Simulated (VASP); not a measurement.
Wanted: the native input for a VASP 6.6.1 run.

* Task: single point
* Functional: PBE
* Dispersion: D3(BJ)
* Potentials or basis: VASP PAW PBE potentials, release 64 (Hf_pv, O)
* Cutoff: 520 eV
* k mesh: 6 × 6 × 4
* Occupations: gaussian, width 0.01 eV
* Spin: no spin polarisation
* Dipole correction: no
* Further INCAR settings: ALGO = Normal; EDIFF = 1e-07; NBANDS = 31

The structure of HfO2 lies in POSCAR:

```
HfO2
1.0
    3.5874264575      0.0000000000      0.0000000000
    0.0000000000      3.5874264575      0.0000000000
    0.0000000000      0.0000000000      5.2146045830
Hf O
2 4
Direct
    0.5000000000      0.5000000000      0.5000000000
    0.0000000000      0.0000000000      0.0000000000
    0.0000000000      0.5000000000      0.6972100000
    0.5000000000      0.0000000000      0.8027900000
    0.5000000000      0.0000000000      0.3027900000
    0.0000000000      0.5000000000      0.1972100000
```

These files were run (other wordings do the same):

INCAR

```
ALGO     = Normal         # electronic algorithm
EDIFF    = 1E-7           # SCF threshold, eV
ENCUT    = 520            # plane-wave cutoff, eV
GGA      = PE             # functional
ISIF     = 2              # what is computed and relaxed
ISMEAR   = 0              # smearing method
IVDW     = 12             # dispersion correction
LASPH    = True           # aspherical terms in the spheres
LCHARG   = False          # write CHGCAR
LREAL    = False          # projectors in reciprocal space
LWAVE    = False          # write WAVECAR
NBANDS   = 31             # bands
NELM     = 60             # most SCF steps
PREC     = Accurate       # precision mode
SIGMA    = 0.01           # smearing width, eV
```

KPOINTS

```
k-points
0
Gamma
  6 6 4
```

Potentials or basis: VASP PAW PBE potentials, release 64 (Hf_pv, O).

Command:

```bash
$ cat potpaw_PBE.64/Hf_pv/POTCAR potpaw_PBE.64/O/POTCAR > POTCAR
$ mpirun -np 1 vasp_std > vasp.out
```

It gave:

```yaml
Pressure: -3.3 GPa
Largest_force: 0.042 eV/Å
Band_gap_on_the_k_mesh: 4.65 eV (least direct gap 4.73 eV)
Dispersion_energy_per_atom: -0.232 eV
```

Caveat: the cell stands under tension; spin-orbit coupling is left out, which moves the levels of the heavy elements.

It took 44 s on 1 thread of AMD EPYC 9R45 96-Core Processor (Zen 5) (shared host), peak memory 0.19 GiB.
